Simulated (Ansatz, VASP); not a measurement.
# Two plane-wave programs on SiC

File INCAR:

```
SYSTEM = SiC
ALGO = Normal ; EDIFF = 1E-7
ENCUT = 520 ; GGA = PE
ISIF = 2 ; ISMEAR = 0
LASPH = .TRUE. ; LCHARG = .TRUE.
LELF = .TRUE. ; LREAL = .FALSE.
LVHAR = .TRUE. ; LWAVE = .FALSE.
NBANDS = 11 ; NELM = 100
PREC = Accurate ; SIGMA = 0.05
```

File KPOINTS:

```
k-points
0
G
  10 10 10
  0 0 0
```

POSCAR

```
SiC
1.0
    0.0246359710      2.1898640927      2.1898640927
    2.2145000637      0.0000000000      2.2145000637
    2.1898640927      2.1898640927      0.0246359710
Si C
1 1
Direct
    0.0000000000      0.0000000000      0.0000000000
    0.7500000000      0.7500000000      0.7500000000
```

Input for Ansatz:

```yaml
crystal:
  lattice:
    - [0.024635971, 2.1898640927, 2.1898640927]
    - [2.2145000637, 0.0, 2.2145000637]
    - [2.1898640927, 2.1898640927, 0.024635971]
  atoms:
    - { symbol: Si, position: [0.0, 0.0, 0.0] }
    - { symbol: C, position: [0.75, 0.75, 0.75] }
basis:
  ecutwfc: 420
kpoints:
  mp_grid: { grid: [10, 10, 10] }
hamiltonian:
  xc: pbe
scf:
  occupations: { method: gaussian, width: 0.05 }
output:
  forces: true
  stress: true
  eigenvalues: true
```

Change from the starting cell: strain +0.0225 x Voigt [0, 0, 0, 0, 1, 0], atoms carried along.

Alike in both runs: task single point; functional PBE; k mesh 10 × 10 × 10; occupations gaussian, width 0.05 eV; no spin polarisation.

|  | VASP | Ansatz |
| --- | --- | --- |
| version | VASP 6.6.1 | Ansatz 0.2.0 |
| potentials or method | VASP PAW PBE potentials, release 64 (Si, C), cutoff 520 eV | scalar-relativistic, plane waves, PAW |
| valence electrons in the cell | 8 | 8 |

VASP gave:

- gap on the k mesh at the Fermi level (eV): 1.29
- least direct gap on the mesh (eV): 4.33
- pressure (GPa): 0.1
- traceless stress, the component that is largest in VASP (GPa): -5.94
- rms of the force components (eV/Å): 0.098

Which values does Ansatz return?

gap on the k mesh at the Fermi level (eV): 1.29; least direct gap on the mesh (eV): 4.34; pressure (GPa): 0.1; traceless stress, the component that is largest in VASP (GPa): -5.92; rms of the force components (eV/Å): 0.098.

Atom by atom the forces differ by 0.000 eV/Å (rms over components).
